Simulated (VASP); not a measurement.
# GaN (I-4m2) in VASP: notebook

Runs on GaN. Level: r2SCAN. Tasks: single point.

Program: VASP 6.6.1. These are calculated values, not measurements. Logs are shortened: lines on timing, memory, paths and dates and some standing lists are left out, and cuts for length are marked.

**1. The cell of the first run**

It takes space group I-4m2 (No. 119, tetragonal). The conventional cell has a = 3.187 Å, b = 3.187 Å, c = 4.327 Å, α = 90.00°, β = 90.00°, γ = 90.00°. Within 2.6 Å of Ga (site symmetry -4m2) lie 4 N at 1.93 Å. N (site symmetry -4m2) has 4 Ga at 1.93 Å within 2.6 Å.

**2. Single point, r2SCAN (strain +0.000 along x and y, -0.040 along z)**

File POSCAR:

```
GaN
1.0
    0.0000000000      2.2535006075      2.1633605832
    2.2535006075      0.0000000000      2.1633605832
    2.2535006075      2.2535006075      0.0000000000
Ga N
1 1
Direct
    0.0000000000      0.0000000000      0.0000000000
    0.7500000000      0.7500000000      0.7500000000
```

File INCAR.step1:

```
  ALGO = Normal
  EDIFF = 1E-4
  ENCUT = 520
  GGA = PE
  ISMEAR = 0
  LASPH = T
  LCHARG = F
  LREAL = F
  LWAVE = T
  NBANDS = 16
  NELM = 60
  PREC = Accurate
  SIGMA = 0.05
```

File INCAR.step2:

```
  ALGO = Normal
  EDIFF = 1E-7
  ENCUT = 520
  ISIF = 2
  ISMEAR = 0
  ISTART = 1
  LASPH = T
  LCHARG = F
  LMIXTAU = T
  LREAL = F
  LWAVE = F
  METAGGA = R2SCAN
  NBANDS = 16
  NELM = 60
  PREC = Accurate
  SIGMA = 0.05
```

File KPOINTS:

```
k-points
0
Gamma
  10 10 10
```

Potentials or basis: VASP PAW PBE potentials, release 64 (Ga_d, N).

Started as:

```sh
cat potpaw_PBE.64/Ga_d/POTCAR potpaw_PBE.64/N/POTCAR > POTCAR
cp INCAR.step1 INCAR
mpirun -np 1 vasp_std > vasp.out
cp INCAR.step2 INCAR
mpirun -np 1 vasp_std > vasp.out
```

OUTCAR:

```text
EDIFF = 1E-7
   ENCUT = 520
   ISIF = 2
   ISMEAR = 0
   ISTART = 1
   LASPH = T
   LREAL = F
   METAGGA = R2SCAN
   NELM = 60
   PREC = Accurate

 ion  position               nearest neighbor table
   1  0.000  0.000  0.000-   2 1.93   2 1.93   2 1.93   2 1.93
   2  0.750  0.750  0.750-   1 1.93   1 1.93   1 1.93   1 1.93

  LATTYP: Found a body centered tetragonal cell.
 ALAT       =     3.1869311219
 C/A-ratio  =     1.3576450199

  Lattice vectors:

 A1 = (   0.0000000000,  -2.2535006075,  -2.1633605832)
 A2 = (   0.0000000000,   2.2535006075,  -2.1633605832)
 A3 = (   2.2535006075,   0.0000000000,   2.1633605832)

Analysis of symmetry for initial positions (statically):
=====================================================================
 Subroutine PRICEL returns:
 Original cell was already a primitive cell.

 Routine SETGRP: Setting up the symmetry group for a
 body centered tetragonal supercell.

 Subroutine GETGRP returns: Found  8 space group operations
 (whereof  8 operations were pure point group operations)
 out of a pool of 16 trial point group operations.

The static configuration has the point symmetry D_2d.

Analysis of symmetry for dynamics (positions and initial velocities):
=====================================================================
 Subroutine PRICEL returns:
 Original cell was already a primitive cell.

 Routine SETGRP: Setting up the symmetry group for a
 body centered tetragonal supercell.

 Subroutine GETGRP returns: Found  8 space group operations
 (whereof  8 operations were pure point group operations)
 out of a pool of 16 trial point group operations.

The dynamic configuration has the point symmetry D_2d.

 Subroutine INISYM returns: Found  8 space group operations
 (whereof  8 operations are pure point group operations),
 and found     1 'primitive' translations

----------------------------------------------------------------------------------------

                                     Primitive cell

  volume of cell :      21.9722

  direct lattice vectors                    reciprocal lattice vectors
     0.000000000  2.253500607  2.163360583    -0.221877020  0.221877020  0.231121896
     2.253500607  0.000000000  2.163360583     0.221877020 -0.221877020  0.231121896
[... 76 lines left out ...]
   PREC   = accura    normal or accurate (medium, high low for compatibility)
   ISTART =      1    job   : 0-new  1-cont  2-samecut
   ICHARG =      0    charge: 1-file 2-atom 10-const
   ISPIN  =      1    spin polarized calculation?
   LNONCOLLINEAR =      F non collinear calculations
   LSORBIT =      F    spin-orbit coupling
   LASPH  =      T    aspherical Exc in radial PAW
   ENCUT  =  520.0 eV  38.22 Ry    6.18 a.u.   5.81  5.81  5.93*2*pi/ulx,y,z
   NELM   =     60;   NELMIN=  2; NELMDL=  0     # of ELM steps
   EDIFF  = 0.1E-06   stopping-criterion for ELM
   LREAL  =      F    real-space projection
   EDIFFG = 0.1E-05   stopping-criterion for IOM
   NSW    =      0    number of steps for IOM
   IBRION =     -1    ionic relax: 0-MD 1-quasi-New 2-CG
   NFREE  =      0    steps in history (QN), initial steepest desc. (CG)
   ISIF   =      2    stress and relaxation
   ISYM   =      2    0-nonsym 1-usesym 2-fastsym
   POTIM  = 0.5000    time-step for ionic-motion
   TEBEG  =    0.0;   TEEND  =   0.0 temperature during run
   PSTRESS=    0.0 pullay stress
   NELECT =      18.0000    total number of electrons
   NUPDOWN=      -1.0000    fix difference up-down
   EMIN   =  10.00;   EMAX   =-10.00  energy-range for DOS
   EFERMI =   0.00;   METHOD = LEGACY
   ISMEAR =     0;   SIGMA  =   0.05  broadening in eV -4-tet -1-fermi 0-gaus
   EFERMI_NEDOS =   21; number of points for ismear=-14 and -15
   IALGO  =     38    algorithm
   IMIX   =      4    mixing-type and parameters
     AMIX     =   0.40;   BMIX     =  1.00
     AMIX_MAG =   1.60;   BMIX_MAG =  1.00
  volume/ion in A,a.u.               =      10.99        74.14
  Fermi-wavevector in a.u.,A,eV,Ry     =   1.531819  2.894719 31.925673  2.346471
  Thomas-Fermi vector in A             =   2.639111
   LORBIT       =      0    0 simple, 1 ext, 2 COOP (PROOUT), +10 PAW based schemes
   METAGGA = R2SCAN    functional components
   LHFCALC =     F    Hartree Fock is set to
   AEXX    =    0.0000 exact exchange contribution
   IVDW    =     0    specifies the selected vdW correction
   LEPSILON=     F    determine dielectric tensor
   LRPA    =     F    only Hartree local field effects (RPA)
 non-spin polarized calculation
 Gauss-broadening in eV      SIGMA  =   0.05
  energy-cutoff  :      520.00
  volume of cell :       21.97
 maximum number of plane-waves:       606
   NGX = 11   NGY = 11   NGZ = 11

 number of electron      18.0000009 magnetization

 Free energy of the ion-electron system (eV)
  ---------------------------------------------------
  ext. energy  EPLUGINS =         0.00000000
  ---------------------------------------------------
  free energy    TOTEN  =       -21.86380052 eV

  energy without entropy =      -21.86380052  energy(sigma->0) =      -21.86380052

 E-fermi :   5.7944     XC(G=0): -12.8788

 val. band max:        5.5899063468   @ k =   0.0000   0.0000   0.0000
 cond. band min:       7.8585772515   @ k =   0.0000   0.0000   0.0000
 fundamental gap:      2.2686709047
 Fermi energy:         5.7944066088

 k-point     1 :       0.0000    0.0000    0.0000
  band No.  band energies     occupation
      1     -11.6176      2.00000
      2      -8.4150      2.00000
      3      -8.4150      2.00000
      4      -8.3713      2.00000
      5      -8.0077      2.00000
      6      -8.0031      2.00000
[... 433 lines left out ...]
      3      -8.1456      2.00000
      4      -8.1414      2.00000
      5      -7.9260      2.00000
      6      -7.1177      2.00000
[... 8 lines left out ...]
     15      28.8618      0.00000
     16      29.3364      0.00000

 [... further k-points ...]
[... 5 lines left out ...]
  --------------------------------------------------------------------------------------
  -------------------------------------------------------------------------------------
  Total        0.9407800      0.9407800      1.5712566      0.0000000      0.0000000      0.0000000
  in kB       68.6000402     68.6000402    114.5733015      0.0000000      0.0000000      0.0000000
  external PRESSURE =      83.9244606 kB  Pullay stress =       0.0000000 kB

 VOLUME and BASIS-vectors are now :
 -----------------------------------------------------------------------------
  energy-cutoff  :      520.00
  volume of cell :       21.97
      direct lattice vectors                 reciprocal lattice vectors
     0.000000000  2.253500607  2.163360583    -0.221877020  0.221877020  0.231121896
     2.253500607  0.000000000  2.163360583     0.221877020 -0.221877020  0.231121896
     2.253500607  2.253500607  0.000000000     0.221877020  0.221877020 -0.231121896

 POSITION                                       TOTAL-FORCE (eV/Angst)
 -----------------------------------------------------------------------------------
      0.00000      0.00000      0.00000        -0.000000     -0.000000     -0.000000
      3.38025      3.38025      3.24504         0.000000      0.000000      0.000000
 -----------------------------------------------------------------------------------
    total drift:                               -0.000008     -0.000008     -0.000009

  FREE ENERGIE OF THE ION-ELECTRON SYSTEM (eV)
  ---------------------------------------------------
  free  energy   TOTEN  =       -21.8638005172 eV

  energy  without entropy=      -21.8638005172  energy(sigma->0) =      -21.86380052
```

OUTCAR.step1:

```text
EDIFF = 1E-4
   ENCUT = 520
   GGA = PE
   ISMEAR = 0
   LASPH = T
[... 677 lines left out ...]
 -----------------------------------------------------------------------------------
      0.00000      0.00000      0.00000         0.000000      0.000000     -0.000000
      3.38025      3.38025      3.24504        -0.000000     -0.000000      0.000000
 -----------------------------------------------------------------------------------
    total drift:                               -0.000001     -0.000001      0.000001

  FREE ENERGIE OF THE ION-ELECTRON SYSTEM (eV)
  ---------------------------------------------------
  free  energy   TOTEN  =       -12.0818319695 eV

  energy  without entropy=      -12.0818319695  energy(sigma->0) =      -12.08183197
```

OSZICAR.step1:

```text
N       E                     dE             d eps       ncg     rms          rms(c)
DAV:   1     0.760143818263E+02    0.76014E+02   -0.94014E+03  3752   0.206E+03
DAV:   2    -0.904266171904E+01   -0.85057E+02   -0.80186E+02  3720   0.317E+02
DAV:   3    -0.140958776535E+02   -0.50532E+01   -0.50349E+01  3776   0.672E+01
DAV:   4    -0.141499628695E+02   -0.54085E-01   -0.54077E-01  4224   0.731E+00
DAV:   5    -0.141506660453E+02   -0.70318E-03   -0.70317E-03  3872   0.747E-01    0.787E+00
DAV:   6    -0.120775439029E+02    0.20731E+01   -0.48574E+00  4960   0.411E+01    0.268E+00
DAV:   7    -0.120893200238E+02   -0.11776E-01   -0.34400E-01  3592   0.649E+00    0.179E+00
DAV:   8    -0.120855273296E+02    0.37927E-02   -0.51291E-02  3864   0.337E+00    0.731E-01
DAV:   9    -0.120816391404E+02    0.38882E-02   -0.14601E-02  4912   0.290E+00    0.179E-01
DAV:  10    -0.120819279194E+02   -0.28878E-03   -0.15781E-03  3968   0.584E-01    0.791E-02
DAV:  11    -0.120818319695E+02    0.95950E-04   -0.26167E-04  3320   0.250E-01
   1 F= -.12081832E+02 E0= -.12081832E+02  d E =-.666153E-17
```

Run time: 2.3 min. Hardware: 1 thread of AMD EPYC 7R13 (Zen 3), shared host; peak memory 0.14 GiB.

What came out:

```yaml
Free_energy: -21.8638 eV
Pressure: 8.4 GPa
Band_gap_on_the_k_mesh: 2.27 eV, direct
```

Caveat: the cell differs from its parent crystal (strain +0.000 along x and y, -0.040 along z); the PAW data sets were made with another functional, which shifts forces and pressure a little.

**3. Single point, r2SCAN (strain -0.040 along x and y, +0.080 along z)**

File POSCAR:

```
GaN
1.0
    0.0000000000      2.1633605832      2.4337806561
    2.1633605832      0.0000000000      2.4337806561
    2.1633605832      2.1633605832      0.0000000000
Ga N
1 1
Direct
    0.0000000000      0.0000000000      0.0000000000
    0.7500000000      0.7500000000      0.7500000000
```

File INCAR.step1:

```
SYSTEM = GaN
PREC = Accurate
ENCUT = 520
ISMEAR = 0
SIGMA = 0.05
LREAL = .False.
LASPH = .True.
NELM = 60
NBANDS = 16
GGA = PE
ALGO = Normal
EDIFF = 1E-4
LWAVE = .True.
LCHARG = .False.
```

File INCAR.step2:

```
SYSTEM = GaN
PREC = Accurate
ENCUT = 520
EDIFF = 1E-6
ISMEAR = 0
SIGMA = 0.05
LREAL = .False.
LASPH = .True.
NELM = 60
ALGO = Normal
ISIF = 2
LWAVE = .False.
LCHARG = .True.
METAGGA = R2SCAN
LMIXTAU = .True.
LELF = .True.
LVHAR = .True.
NBANDS = 16
ISTART = 1
```

File KPOINTS:

```
Automatic mesh
0
Gamma
  10 10 10
  0 0 0
```

Potentials or basis: VASP PAW PBE potentials, release 64 (Ga_d, N).

Started as:

```sh
cat potpaw_PBE.64/Ga_d/POTCAR potpaw_PBE.64/N/POTCAR > POTCAR
cp INCAR.step1 INCAR
mpirun -np 1 vasp_std > vasp.out
cp INCAR.step2 INCAR
mpirun -np 1 vasp_std > vasp.out
```

Run time: 3.4 min. Hardware: 1 thread of AMD EPYC 7R13 (Zen 3), shared host; peak memory 0.14 GiB.

The run converged. Its results:

```
Free energy            : -21.7941 eV
Pressure               : -0.1 GPa
Band gap on the k mesh : 1.86 eV, direct
```

Stress tensor (GPa, compression positive):
```
  6.59   0.00   0.00
  0.00   6.59   0.00
  0.00   0.00 -13.39
```

Levels at points of the mesh, in eV from the valence-band top:
```
           k point  band 5  band 6  band 7  band 8  band 9  band 10  band 11  band 12  band 13  band 14
(0.00, 0.00, 0.00)  -13.75  -13.75   -0.69    0.00    0.00     1.86    10.78    10.78    11.11    17.27
(0.50, 0.00, 0.00)  -13.67  -12.61   -7.37   -1.71   -0.72     4.56     9.26    10.48    11.76    16.07
(0.50, 0.50, 0.00)  -13.71  -12.63   -7.31   -2.36   -2.36     4.20     8.24    11.35    15.14    15.14
(0.50, 0.00, 0.50)  -13.66  -12.03   -5.99   -3.27   -3.24     3.34     6.43    12.84    13.03    15.95
```

Caveat: the cell differs from its parent crystal (strain -0.040 along x and y, +0.080 along z); the PAW data sets were made with another functional, which shifts forces and pressure a little.
